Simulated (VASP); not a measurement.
# Mg (I4/mmm) in VASP: single point with PBEsol

Aim: the single point of Mg with PBEsol.

All numbers are computed with VASP 6.6.1; they aren't measurements. Logs are shortened: lines on timing, memory, paths and dates and some standing lists are left out, and cuts for length are marked.

**1. The cell of the first run**

It takes space group I4/mmm (No. 139, tetragonal). Conventional cell: a = 3.535 Å, b = 3.535 Å, c = 3.435 Å, α = 90.00°, β = 90.00°, γ = 90.00°. Within 4.0 Å of Mg (site symmetry 4/mmm) lie 14 Mg at 3.03 to 3.53 Å.

**2. Single point, PBEsol (strained)**

INCAR reads:

```
SYSTEM = Mg
PREC = Accurate
ENCUT = 520
EDIFF = 1E-7
ISMEAR = 0
SIGMA = 0.1
LREAL = .FALSE.
LASPH = .TRUE.
NELM = 100
ALGO = Fast
ISIF = 2
LWAVE = .FALSE.
LCHARG = .TRUE.
GGA = PS
LELF = .TRUE.
LVHAR = .TRUE.
NBANDS = 7
```

KPOINTS reads:

```
Automatic mesh
0
G
  16 16 16
  0 0 0
```

POSCAR reads:

```
Mg
1.0
   -1.7672888232      1.7672888232      1.7173249628
    1.7672888232     -1.7672888232      1.7173249628
    1.7672888232      1.7672888232     -1.7173249628
Mg
1
Direct
    0.0000000000      0.0000000000      0.0000000000
```

Potentials or basis: VASP PAW PBE potentials, release 64 (Mg).

Launch:

```sh
$ cat potpaw_PBE.64/Mg/POTCAR > POTCAR
$ mpirun -np 1 vasp_std > vasp.out
```

OUTCAR:

```text
SYSTEM = Mg
   PREC = Accurate
   ENCUT = 520
   EDIFF = 1E-7
   ISMEAR = 0
   LREAL = .FALSE.
   LASPH = .TRUE.
   NELM = 100
   ISIF = 2
   GGA = PS

 ion  position               nearest neighbor table
   1  0.000  0.000  0.000-

  LATTYP: Found a body centered tetragonal cell.
 ALAT       =     3.5345776464
 C/A-ratio  =     0.9717285258

  Lattice vectors:

 A1 = (  -1.7672888232,   1.7672888232,   1.7173249628)
 A2 = (   1.7672888232,  -1.7672888232,   1.7173249628)
 A3 = (   1.7672888232,   1.7672888232,  -1.7173249628)

Analysis of symmetry for initial positions (statically):
=====================================================================
 Subroutine PRICEL returns:
 Original cell was already a primitive cell.

 Routine SETGRP: Setting up the symmetry group for a
 body centered tetragonal supercell.

 Subroutine GETGRP returns: Found 16 space group operations
 (whereof 16 operations were pure point group operations)
 out of a pool of 16 trial point group operations.

The static configuration has the point symmetry D_4h.

Analysis of symmetry for dynamics (positions and initial velocities):
=====================================================================
 Subroutine PRICEL returns:
 Original cell was already a primitive cell.

 Routine SETGRP: Setting up the symmetry group for a
 body centered tetragonal supercell.

 Subroutine GETGRP returns: Found 16 space group operations
 (whereof 16 operations were pure point group operations)
 out of a pool of 16 trial point group operations.

The dynamic configuration has the point symmetry D_4h.

 Subroutine INISYM returns: Found 16 space group operations
 (whereof 16 operations are pure point group operations),
 and found     1 'primitive' translations

----------------------------------------------------------------------------------------

                                     Primitive cell

  volume of cell :      21.4550

  direct lattice vectors                    reciprocal lattice vectors
    -1.767288823  1.767288823  1.717324963     0.000000000  0.282919234  0.291150487
     1.767288823 -1.767288823  1.717324963     0.282919234  0.000000000  0.291150487
     1.767288823  1.767288823 -1.717324963     0.282919234  0.282919234  0.000000000

  length of vectors
     3.032461805  3.032461805  3.032461805     0.405970318  0.405970318  0.400108218

  position of ions in fractional coordinates (direct lattice)
     0.000000000  0.000000000  0.000000000

  ion indices of the primitive-cell ions
   primitive index   ion index
                 1           1

----------------------------------------------------------------------------------------

 KPOINTS: Automatic mesh

Automatic generation of k-mesh.
 Grid dimensions read from file:
 generate k-points for:   16   16   16

 Generating k-lattice:

  Cartesian coordinates                     Fractional coordinates (reciprocal lattice)
     0.000000000  0.017682452  0.018196905     0.062500000  0.000000000  0.000000000
     0.017682452  0.000000000  0.018196905     0.000000000  0.062500000  0.000000000
     0.017682452  0.017682452  0.000000000     0.000000000  0.000000000  0.062500000

  Length of vectors
     0.025373145  0.025373145  0.025006764

  Shift w.r.t. Gamma in fractional coordinates (k-lattice)
     0.000000000  0.000000000  0.000000000

 Subroutine IBZKPT returns following result:
 ===========================================

 Found    349 irreducible k-points:

 Following reciprocal coordinates:
            Coordinates               Weight
  0.000000  0.000000  0.000000      1.000000
  0.062500  0.000000 -0.000000      8.000000
  0.125000  0.000000 -0.000000      8.000000
  0.187500  0.000000  0.000000      8.000000
  0.250000  0.000000 -0.000000      8.000000
  0.312500  0.000000 -0.000000      8.000000
[... 16 lines left out ...]
 -0.125000  0.062500  0.000000     16.000000
 -0.062500  0.062500  0.000000      4.000000
 [... further k-points ...]
   k-points           NKPTS =    349   k-points in BZ     NKDIM =    349   number of bands    NBANDS=      7
   number of dos      NEDOS =    301   number of ions     NIONS =      1
   total plane-waves  NPLWV =  13824
   dimension x,y,z NGX =    24 NGY =   24 NGZ =   24
   dimension x,y,z NGXF=    48 NGYF=   48 NGZF=   48
   ions per type =               1
   NGX,Y,Z   is equivalent  to a cutoff of  13.16, 13.16, 13.16 a.u.
   NGXF,Y,Z  is equivalent  to a cutoff of  26.31, 26.31, 26.31 a.u.
 SYSTEM =  Mg
   PREC   = accura    normal or accurate (medium, high low for compatibility)
   ISTART =      0    job   : 0-new  1-cont  2-samecut
   ICHARG =      2    charge: 1-file 2-atom 10-const
   ISPIN  =      1    spin polarized calculation?
   LNONCOLLINEAR =      F non collinear calculations
   LSORBIT =      F    spin-orbit coupling
   LASPH  =      T    aspherical Exc in radial PAW
   ENCUT  =  520.0 eV  38.22 Ry    6.18 a.u.   5.64  5.64  5.64*2*pi/ulx,y,z
   NELM   =    100;   NELMIN=  2; NELMDL= -5     # of ELM steps
   EDIFF  = 0.1E-06   stopping-criterion for ELM
   LREAL  =      F    real-space projection
   EDIFFG = 0.1E-05   stopping-criterion for IOM
   NSW    =      0    number of steps for IOM
   IBRION =     -1    ionic relax: 0-MD 1-quasi-New 2-CG
   NFREE  =      0    steps in history (QN), initial steepest desc. (CG)
   ISIF   =      2    stress and relaxation
   ISYM   =      2    0-nonsym 1-usesym 2-fastsym
   POTIM  = 0.5000    time-step for ionic-motion
   TEBEG  =    0.0;   TEEND  =   0.0 temperature during run
   PSTRESS=    0.0 pullay stress
   NELECT =       2.0000    total number of electrons
   NUPDOWN=      -1.0000    fix difference up-down
   EMIN   =  10.00;   EMAX   =-10.00  energy-range for DOS
   EFERMI =   0.00;   METHOD = LEGACY
   ISMEAR =     0;   SIGMA  =   0.10  broadening in eV -4-tet -1-fermi 0-gaus
   EFERMI_NEDOS =   21; number of points for ismear=-14 and -15
   IALGO  =     68    algorithm
   IMIX   =      4    mixing-type and parameters
     AMIX     =   0.40;   BMIX     =  1.00
     AMIX_MAG =   1.60;   BMIX_MAG =  1.00
  volume/ion in A,a.u.               =      21.45       144.79
  Fermi-wavevector in a.u.,A,eV,Ry     =   0.742293  1.402731  7.496805  0.551000
  Thomas-Fermi vector in A             =   1.837138
   LORBIT       =      0    0 simple, 1 ext, 2 COOP (PROOUT), +10 PAW based schemes
   GGA     = PS    functional components
   LHFCALC =     F    Hartree Fock is set to
   AEXX    =    0.0000 exact exchange contribution
   IVDW    =     0    specifies the selected vdW correction
   LEPSILON=     F    determine dielectric tensor
   LRPA    =     F    only Hartree local field effects (RPA)
 non-spin polarized calculation
 RMM-DIIS sequential band-by-band and
 Gauss-broadening in eV      SIGMA  =   0.10
  energy-cutoff  :      520.00
  volume of cell :       21.45
 maximum number of plane-waves:       595
   NGX = 11   NGY = 11   NGZ = 11

 number of electron       2.0000000 magnetization

 Free energy of the ion-electron system (eV)
  ---------------------------------------------------
  ext. energy  EPLUGINS =         0.00000000
  ---------------------------------------------------
  free energy    TOTEN  =        -1.68999700 eV

  energy without entropy =       -1.68715746  energy(sigma->0) =       -1.68857723

 E-fermi :   2.9902     XC(G=0):  -8.7514

 val. band max:        2.9779166795   @ k =  -0.3125  -0.4375   0.1875
 cond. band min:       2.9932513540   @ k =  -0.3125  -0.4375   0.2500
 fundamental gap:      0.0153346745
 Fermi energy:         2.9901630453

 k-point     1 :       0.0000    0.0000    0.0000
  band No.  band energies     occupation
      1      -4.2695      2.00000
      2      16.0362      0.00000
      3      16.6377      0.00000
      4      16.6377      0.00000
      5      18.1920      0.00000
      6      18.7723      0.00000
      7      18.7894      0.00000

 k-point     2 :       0.0625    0.0000   -0.0000
  band No.  band energies     occupation
      1      -4.1724      2.00000
      2      15.5253      0.00000
      3      15.5912      0.00000
      4      16.1557      0.00000
      5      17.3512      0.00000
      6      18.0060      0.00000
      7      19.0609      0.00000

 k-point     3 :       0.1250    0.0000   -0.0000
  band No.  band energies     occupation
      1      -3.8814      2.00000
      2      13.3409      0.00000
      3      14.7399      0.00000
      4      15.2951      0.00000
      5      16.3735      0.00000
      6      17.3911      0.00000
      7      19.3504      0.00000

 k-point     4 :       0.1875    0.0000    0.0000
  band No.  band energies     occupation
      1      -3.3987      2.00000
      2      11.0919      0.00000
      3      13.8697      0.00000
      4      14.4924      0.00000
      5      15.4866      0.00000
      6      16.8089      0.00000
      7      19.7896      0.00000

 k-point     5 :       0.2500    0.0000   -0.0000
  band No.  band energies     occupation
      1      -2.7273      2.00000
      2       8.9442      0.00000
      3      13.1009      0.00000
      4      13.8304      0.00000
      5      14.7493      0.00000
      6      16.2301      0.00000
      7      20.3567      0.00000
[... 161 lines left out ...]
 k-point    22 :      -0.1875    0.0625    0.0000
  band No.  band energies     occupation
      1      -3.5998      2.00000
      2      12.2303      0.00000
      3      13.1305      0.00000
      4      14.9238      0.00000
      5      16.2485      0.00000
      6      17.7839      0.00000
      7      19.1938      0.00000

 k-point    23 :      -0.1250    0.0625    0.0000
  band No.  band energies     occupation
      1      -3.9839      2.00000
      2      13.9294      0.00000
      3      14.5912      0.00000
      4      15.7509      0.00000
      5      16.9499      0.00000
      6      17.8656      0.00000
      7      19.2657      0.00000

 k-point    24 :      -0.0625    0.0625    0.0000
  band No.  band energies     occupation
      1      -4.1751      2.00000
      2      14.9614      0.00000
      3      16.1718      0.00000
      4      16.2547      0.00000
      5      17.4566      0.00000
      6      17.9569      0.00000
      7      18.9324      0.00000

 [... further k-points ...]

------------------------ aborting loop because EDIFF is reached ----------------------------------------

  FORCE on cell =-STRESS in cart. coord.  units (eV):
  Direction    XX          YY          ZZ          XY          YZ          ZX
  --------------------------------------------------------------------------------------
  -------------------------------------------------------------------------------------
  Total        0.2471381      0.2471381      0.2592531      0.0000000     -0.0000000      0.0000000
  in kB       18.4553662     18.4553662     19.3600753      0.0000000     -0.0000000      0.0000000
  external PRESSURE =      18.7569359 kB  Pullay stress =       0.0000000 kB

 VOLUME and BASIS-vectors are now :
 -----------------------------------------------------------------------------
  energy-cutoff  :      520.00
  volume of cell :       21.45
      direct lattice vectors                 reciprocal lattice vectors
    -1.767288823  1.767288823  1.717324963     0.000000000  0.282919234  0.291150487
     1.767288823 -1.767288823  1.717324963     0.282919234  0.000000000  0.291150487
     1.767288823  1.767288823 -1.717324963     0.282919234  0.282919234  0.000000000

 POSITION                                       TOTAL-FORCE (eV/Angst)
 -----------------------------------------------------------------------------------
      0.00000      0.00000      0.00000         0.000000     -0.000000     -0.000000
 -----------------------------------------------------------------------------------
    total drift:                                0.000000      0.000000      0.000000

  FREE ENERGIE OF THE ION-ELECTRON SYSTEM (eV)
  ---------------------------------------------------
  free  energy   TOTEN  =        -1.6899970015 eV

  energy  without entropy=       -1.6871574619  energy(sigma->0) =       -1.68857723
```

Wall time 22 s (1 thread of Intel Xeon Platinum 8259CL at 2.50GHz (Skylake/Cascade Lake), shared host); peak memory 0.18 GiB.

What came out:

```
Free energy            : -1.6900 eV
Pressure               : 1.9 GPa
Band gap on the k mesh : zero (band 1 reaches 6.79 eV, above the bottom of band 2 at 1.93 eV)
```

Stress tensor (GPa, compression positive):
```
1.85 0.00 0.00
0.00 1.85 0.00
0.00 0.00 1.94
```

Caveat: the cell differs from its parent crystal (strained); the PAW data sets were made with another functional, which shifts forces and pressure a little.
